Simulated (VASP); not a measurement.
Input of a VASP 6.6.1 run:

Contents of POSCAR:

```
SrCl2
1.0
    0.0000000000      3.5342546063      3.5342546063
    3.5342546063      0.0000000000      3.5342546063
    3.5342546063      3.5342546063      0.0000000000
Sr Cl
1 2
Direct
    0.0000000000      0.0000000000      0.0000000000
    0.7500000000      0.7500000000      0.7500000000
    0.2500000000      0.2500000000      0.2500000000
```

INCAR.step1

```
SYSTEM = SrCl2
  ALGO = Normal
  EDIFF = 1E-4
  ENCUT = 520
  GGA = PE
  ISMEAR = -1
  LASPH = .TRUE.
  LCHARG = .FALSE.
  LREAL = .FALSE.
  LWAVE = .TRUE.
  NBANDS = 19
  NELM = 80
  PREC = Accurate
  SIGMA = 0.05
```

INCAR.step2

```
SYSTEM = SrCl2
  ALGO = Normal
  EDIFF = 1E-6
  ENCUT = 520
  ISIF = 2
  ISMEAR = -1
  ISTART = 1
  LASPH = .TRUE.
  LCHARG = .FALSE.
  LMIXTAU = .TRUE.
  LREAL = .FALSE.
  LWAVE = .FALSE.
  METAGGA = R2SCAN
  NBANDS = 19
  NELM = 80
  PREC = Accurate
  SIGMA = 0.05
```

Contents of KPOINTS:

```
k-points
0
G
  7 7 7
  0 0 0
```

Potentials or basis: VASP PAW PBE potentials, release 64 (Sr_sv, Cl).

The run is started by

```console
$ cat potpaw_PBE.64/Sr_sv/POTCAR potpaw_PBE.64/Cl/POTCAR > POTCAR
$ cp INCAR.step1 INCAR
$ mpirun -np 1 vasp_std > vasp.out
$ cp INCAR.step2 INCAR
$ mpirun -np 1 vasp_std > vasp.out
```

**Question.** Predict the band gap on the k mesh.

**Answer.** 5.85 eV (least direct gap 6.15 eV).

**Question.** Predict the pressure.

**Answer.** -1.1 GPa.

Caveat: the PAW data sets were made with another functional, which shifts forces and pressure a little; an odd mesh through Γ misses points on the zone boundary, where band edges can lie.
